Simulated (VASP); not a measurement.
# BaZrO3 (Pm-3m) in VASP: settings compared

BaZrO3 is run at these levels: r2SCAN, PBE; tasks: single point, relaxation of cell and atoms.

Program: VASP 6.6.1. These are calculated values, not measurements. Logs are shortened: lines on timing, memory, paths and dates and some standing lists are left out, and cuts for length are marked.

## 1. The cell of the first run

The structure is cubic, space group Pm-3m (No. 221). The conventional cell has a = 4.205 Å, b = 4.205 Å, c = 4.205 Å, α = 90.00°, β = 90.00°, γ = 90.00°. Ba (site symmetry m-3m) has 12 O at 2.97 Å and 8 Zr at 3.64 Å within 3.9 Å. Within 2.8 Å of Zr (site symmetry m-3m) lie 6 O at 2.10 Å. Within 2.8 Å of O (site symmetry 4/mmm) lie 2 Zr at 2.10 Å.

## 2. Single point, r2SCAN

POSCAR

```
BaZrO3
1.0
    4.2053549142      0.0000000000      0.0000000000
    0.0000000000      4.2053549142      0.0000000000
    0.0000000000      0.0000000000      4.2053549142
Ba Zr O
1 1 3
Direct
    0.0000000000      0.0000000000      0.0000000000
    0.5000000000      0.5000000000      0.5000000000
    0.5000000000      0.5000000000      0.0000000000
    0.5000000000      0.0000000000      0.5000000000
    0.0000000000      0.5000000000      0.5000000000
```

INCAR.step1

```
SYSTEM = BaZrO3
PREC     = Accurate       ! precision mode
ENCUT    = 520            ! plane-wave cutoff, eV
ISMEAR   = 0              ! smearing method
SIGMA    = 0.01           ! smearing width, eV
LREAL    = .FALSE.        ! projectors in reciprocal space
LASPH    = .TRUE.         ! aspherical terms in the spheres
NELM     = 80             ! most SCF steps
NBANDS   = 28             ! bands
GGA      = PE             ! functional
ALGO     = Normal         ! electronic algorithm
EDIFF    = 1E-4           ! SCF threshold, eV
LWAVE    = .TRUE.         ! write WAVECAR
LCHARG   = .FALSE.        ! write CHGCAR
```

INCAR.step2

```
SYSTEM = BaZrO3
PREC     = Accurate       ! precision mode
ENCUT    = 520            ! plane-wave cutoff, eV
EDIFF    = 1E-7           ! SCF threshold, eV
ISMEAR   = 0              ! smearing method
SIGMA    = 0.01           ! smearing width, eV
LREAL    = .FALSE.        ! projectors in reciprocal space
LASPH    = .TRUE.         ! aspherical terms in the spheres
NELM     = 80             ! most SCF steps
ALGO     = Normal         ! electronic algorithm
ISIF     = 2              ! what is computed and relaxed
LWAVE    = .FALSE.        ! write WAVECAR
LCHARG   = .FALSE.        ! write CHGCAR
METAGGA  = R2SCAN         ! meta-GGA
LMIXTAU  = .TRUE.       
NBANDS   = 28             ! bands
ISTART   = 1
```

KPOINTS

```
Automatic mesh
0
G
  6 6 6
  0 0 0
```

Potentials or basis: VASP PAW PBE potentials, release 64 (Ba_sv, Zr_sv, O).

The run is started by

```
$ cat potpaw_PBE.64/Ba_sv/POTCAR potpaw_PBE.64/Zr_sv/POTCAR potpaw_PBE.64/O/POTCAR > POTCAR
$ cp INCAR.step1 INCAR
$ mpirun -np 1 vasp_std > vasp.out
$ cp INCAR.step2 INCAR
$ mpirun -np 1 vasp_std > vasp.out
```

OUTCAR:

```text
SYSTEM = BaZrO3
   PREC = Accurate
   ENCUT = 520
   EDIFF = 1E-7
   ISMEAR = 0
   LREAL = .FALSE.
   LASPH = .TRUE.
   NELM = 80
   ISIF = 2
   METAGGA = R2SCAN
   ISTART = 1

 ion  position               nearest neighbor table
   1  0.000  0.000  0.000-   3 2.97   4 2.97   5 2.97   4 2.97   5 2.97   3 2.97   5 2.97   5 2.97
                             3 2.97   4 2.97   4 2.97   3 2.97   2 3.64   2 3.64   2 3.64   2 3.64
   2  0.500  0.500  0.500-   3 2.10   4 2.10   5 2.10   3 2.10   4 2.10   5 2.10   1 3.64   1 3.64
                             1 3.64   1 3.64   1 3.64   1 3.64   1 3.64   1 3.64
   3  0.500  0.500  0.000-   2 2.10   2 2.10   1 2.97   1 2.97   1 2.97   1 2.97
   4  0.500  0.000  0.500-   2 2.10   2 2.10   1 2.97   1 2.97   1 2.97   1 2.97
   5  0.000  0.500  0.500-   2 2.10   2 2.10   1 2.97   1 2.97   1 2.97   1 2.97

  LATTYP: Found a simple cubic cell.
 ALAT       =     4.2053549142

  Lattice vectors:

 A1 = (   4.2053549142,   0.0000000000,   0.0000000000)
 A2 = (   0.0000000000,   4.2053549142,   0.0000000000)
 A3 = (   0.0000000000,   0.0000000000,   4.2053549142)

Analysis of symmetry for initial positions (statically):
=====================================================================
 Subroutine PRICEL returns:
 Original cell was already a primitive cell.

 Routine SETGRP: Setting up the symmetry group for a
 simple cubic supercell.

 Subroutine GETGRP returns: Found 48 space group operations
 (whereof 48 operations were pure point group operations)
 out of a pool of 48 trial point group operations.

The static configuration has the point symmetry O_h .

Analysis of symmetry for dynamics (positions and initial velocities):
=====================================================================
 Subroutine PRICEL returns:
 Original cell was already a primitive cell.

 Routine SETGRP: Setting up the symmetry group for a
 simple cubic supercell.

 Subroutine GETGRP returns: Found 48 space group operations
 (whereof 48 operations were pure point group operations)
 out of a pool of 48 trial point group operations.

The dynamic configuration has the point symmetry O_h .

 Subroutine INISYM returns: Found 48 space group operations
 (whereof 48 operations are pure point group operations),
 and found     1 'primitive' translations

----------------------------------------------------------------------------------------

                                     Primitive cell

  volume of cell :      74.3717

  direct lattice vectors                    reciprocal lattice vectors
     4.205354914  0.000000000  0.000000000     0.237792058  0.000000000  0.000000000
     0.000000000  4.205354914  0.000000000     0.000000000  0.237792058  0.000000000
     0.000000000  0.000000000  4.205354914     0.000000000  0.000000000  0.237792058

  length of vectors
     4.205354914  4.205354914  4.205354914     0.237792058  0.237792058  0.237792058

  position of ions in fractional coordinates (direct lattice)
     0.000000000  0.000000000  0.000000000
     0.500000000  0.500000000  0.500000000
     0.500000000  0.500000000  0.000000000
     0.500000000  0.000000000  0.500000000
     0.000000000  0.500000000  0.500000000

  ion indices of the primitive-cell ions
   primitive index   ion index
                 1           1
                 2           2
                 3           3
                 4           4
                 5           5

----------------------------------------------------------------------------------------

 KPOINTS: Automatic mesh

Automatic generation of k-mesh.
 Grid dimensions read from file:
 generate k-points for:    6    6    6

 Generating k-lattice:

  Cartesian coordinates                     Fractional coordinates (reciprocal lattice)
     0.039632010  0.000000000  0.000000000     0.166666667  0.000000000  0.000000000
     0.000000000  0.039632010  0.000000000     0.000000000  0.166666667  0.000000000
     0.000000000  0.000000000  0.039632010     0.000000000  0.000000000  0.166666667

  Length of vectors
     0.039632010  0.039632010  0.039632010

  Shift w.r.t. Gamma in fractional coordinates (k-lattice)
     0.000000000  0.000000000  0.000000000

 Subroutine IBZKPT returns following result:
 ===========================================

 Found     20 irreducible k-points:

 Following reciprocal coordinates:
            Coordinates               Weight
  0.000000  0.000000  0.000000      1.000000
  0.166667  0.000000  0.000000      6.000000
  0.333333  0.000000  0.000000      6.000000
  0.500000  0.000000  0.000000      3.000000
  0.166667  0.166667  0.000000     12.000000
  0.333333  0.166667  0.000000     24.000000
[... 12 lines left out ...]
  0.500000  0.500000  0.333333      6.000000
  0.500000  0.500000  0.500000      1.000000
   k-points           NKPTS =     20   k-points in BZ     NKDIM =     20   number of bands    NBANDS=     28
   number of dos      NEDOS =    301   number of ions     NIONS =      5
   total plane-waves  NPLWV =  32768
   dimension x,y,z NGX =    32 NGY =   32 NGZ =   32
   dimension x,y,z NGXF=    64 NGYF=   64 NGZF=   64
   ions per type =               1   1   3
   NGX,Y,Z   is equivalent  to a cutoff of  12.65, 12.65, 12.65 a.u.
   NGXF,Y,Z  is equivalent  to a cutoff of  25.30, 25.30, 25.30 a.u.
 SYSTEM =  BaZrO3
   PREC   = accura    normal or accurate (medium, high low for compatibility)
   ISTART =      1    job   : 0-new  1-cont  2-samecut
   ICHARG =      0    charge: 1-file 2-atom 10-const
   ISPIN  =      1    spin polarized calculation?
   LNONCOLLINEAR =      F non collinear calculations
   LSORBIT =      F    spin-orbit coupling
   LASPH  =      T    aspherical Exc in radial PAW
   ENCUT  =  520.0 eV  38.22 Ry    6.18 a.u.   7.82  7.82  7.82*2*pi/ulx,y,z
   NELM   =     80;   NELMIN=  2; NELMDL=  0     # of ELM steps
   EDIFF  = 0.1E-06   stopping-criterion for ELM
   LREAL  =      F    real-space projection
   EDIFFG = 0.1E-05   stopping-criterion for IOM
   NSW    =      0    number of steps for IOM
   IBRION =     -1    ionic relax: 0-MD 1-quasi-New 2-CG
   NFREE  =      0    steps in history (QN), initial steepest desc. (CG)
   ISIF   =      2    stress and relaxation
   ISYM   =      2    0-nonsym 1-usesym 2-fastsym
   POTIM  = 0.5000    time-step for ionic-motion
   TEBEG  =    0.0;   TEEND  =   0.0 temperature during run
   PSTRESS=    0.0 pullay stress
   NELECT =      40.0000    total number of electrons
   NUPDOWN=      -1.0000    fix difference up-down
   EMIN   =  10.00;   EMAX   =-10.00  energy-range for DOS
   EFERMI =   0.00;   METHOD = LEGACY
   ISMEAR =     0;   SIGMA  =   0.01  broadening in eV -4-tet -1-fermi 0-gaus
   EFERMI_NEDOS =   21; number of points for ismear=-14 and -15
   IALGO  =     38    algorithm
   IMIX   =      4    mixing-type and parameters
     AMIX     =   0.40;   BMIX     =  1.00
     AMIX_MAG =   1.60;   BMIX_MAG =  1.00
  volume/ion in A,a.u.               =      14.87       100.38
  Fermi-wavevector in a.u.,A,eV,Ry     =   1.331350  2.515886 24.116221  1.772492
  Thomas-Fermi vector in A             =   2.460368
   LORBIT       =      0    0 simple, 1 ext, 2 COOP (PROOUT), +10 PAW based schemes
   METAGGA = R2SCAN    functional components
   LHFCALC =     F    Hartree Fock is set to
   AEXX    =    0.0000 exact exchange contribution
   IVDW    =     0    specifies the selected vdW correction
   LEPSILON=     F    determine dielectric tensor
   LRPA    =     F    only Hartree local field effects (RPA)
 non-spin polarized calculation
 Gauss-broadening in eV      SIGMA  =   0.01
  energy-cutoff  :      520.00
  volume of cell :       74.37
 maximum number of plane-waves:      2016
 NGX is ok and might be reduce to    32
   NGX = 15   NGY = 15   NGZ = 15

 number of electron      39.9999994 magnetization

 Free energy of the ion-electron system (eV)
  ---------------------------------------------------
  ext. energy  EPLUGINS =         0.00000000
  ---------------------------------------------------
  free energy    TOTEN  =       -85.10573156 eV

  energy without entropy =      -85.10573156  energy(sigma->0) =      -85.10573156

 E-fermi :   3.5557     XC(G=0): -11.3363

 val. band max:        3.4139368660   @ k =   0.5000   0.5000   0.5000
 cond. band min:       7.0922578911   @ k =   0.0000   0.0000   0.0000
 fundamental gap:      3.6783210251
 Fermi energy:         3.5557333780

 k-point     1 :       0.0000    0.0000    0.0000
  band No.  band energies     occupation
      1     -45.1617      2.00000
      2     -22.6151      2.00000
      3     -22.5912      2.00000
      4     -22.5912      2.00000
      5     -22.5912      2.00000
      6     -13.9117      2.00000
[... 20 lines left out ...]
     27      11.2811      0.00000
     28      11.2811      0.00000

 k-point     2 :       0.1667    0.0000    0.0000
  band No.  band energies     occupation
      1     -45.1608      2.00000
      2     -22.7513      2.00000
      3     -22.5895      2.00000
      4     -22.5895      2.00000
      5     -22.5099      2.00000
      6     -13.9153      2.00000
[... 20 lines left out ...]
     27      11.2826      0.00000
     28      12.1696      0.00000

 k-point     3 :       0.3333    0.0000    0.0000
  band No.  band energies     occupation
      1     -45.1590      2.00000
      2     -22.9101      2.00000
      3     -22.5861      2.00000
      4     -22.5861      2.00000
      5     -22.4549      2.00000
      6     -14.0112      2.00000
[... 20 lines left out ...]
     27      11.6070      0.00000
     28      11.9525      0.00000

 k-point     4 :       0.5000    0.0000    0.0000
  band No.  band energies     occupation
      1     -45.1581      2.00000
      2     -22.9795      2.00000
      3     -22.5845      2.00000
      4     -22.5845      2.00000
      5     -22.4345      2.00000
      6     -14.0655      2.00000
[... 454 lines left out ...]
     27      12.2103      0.00000
     28      12.9005      0.00000

 k-point    19 :       0.5000    0.5000    0.3333
  band No.  band energies     occupation
      1     -45.1518      2.00000
      2     -22.8516      2.00000
      3     -22.8516      2.00000
      4     -22.7845      2.00000
      5     -22.4946      2.00000
      6     -12.9886      2.00000
[... 20 lines left out ...]
     27      12.4747      0.00000
     28      13.2135      0.00000

 k-point    20 :       0.5000    0.5000    0.5000
  band No.  band energies     occupation
      1     -45.1509      2.00000
      2     -22.8493      2.00000
      3     -22.8493      2.00000
      4     -22.8493      2.00000
      5     -22.4858      2.00000
      6     -12.7056      2.00000
[... 20 lines left out ...]
     27      13.0913      0.00000
     28      13.0913      0.00000

------------------------ aborting loop because EDIFF is reached ----------------------------------------

  FORCE on cell =-STRESS in cart. coord.  units (eV):
  Direction    XX          YY          ZZ          XY          YZ          ZX
  --------------------------------------------------------------------------------------
  -------------------------------------------------------------------------------------
  Total        0.4640618      0.4640618      0.4640618      0.0000000     -0.0000000      0.0000000
  in kB        9.9972004      9.9972004      9.9972004      0.0000000     -0.0000000      0.0000000
  external PRESSURE =       9.9972004 kB  Pullay stress =       0.0000000 kB

 VOLUME and BASIS-vectors are now :
 -----------------------------------------------------------------------------
  energy-cutoff  :      520.00
  volume of cell :       74.37
      direct lattice vectors                 reciprocal lattice vectors
     4.205354914  0.000000000  0.000000000     0.237792058  0.000000000  0.000000000
     0.000000000  4.205354914  0.000000000     0.000000000  0.237792058  0.000000000
     0.000000000  0.000000000  4.205354914     0.000000000  0.000000000  0.237792058

 POSITION                                       TOTAL-FORCE (eV/Angst)
 -----------------------------------------------------------------------------------
      0.00000      0.00000      0.00000         0.000000      0.000000      0.000000
      2.10268      2.10268      2.10268         0.000000      0.000000      0.000000
      2.10268      2.10268      0.00000         0.000000      0.000000      0.000000
      2.10268      0.00000      2.10268         0.000000      0.000000      0.000000
      0.00000      2.10268      2.10268         0.000000      0.000000      0.000000
 -----------------------------------------------------------------------------------
    total drift:                                0.000000     -0.000000     -0.000000

  FREE ENERGIE OF THE ION-ELECTRON SYSTEM (eV)
  ---------------------------------------------------
  free  energy   TOTEN  =       -85.1057315614 eV

  energy  without entropy=      -85.1057315614  energy(sigma->0) =      -85.10573156
```

It took 83 s on 1 thread of Intel Xeon 6975P-C (Granite Rapids), shared host; peak memory 0.21 GiB.

Results:

| Item | Value |
| --- | --- |
| Free energy | -85.1057 eV |
| Pressure | 1.0 GPa |
| Band gap on the k mesh | 3.68 eV, indirect (least direct gap 3.93 eV) |

Caveat: the PAW data sets were made with another functional, which shifts forces and pressure a little; spin-orbit coupling is left out, which moves the levels of the heavy elements. A k mesh can miss the band edges.

(Part 1 of 2 ends here.)
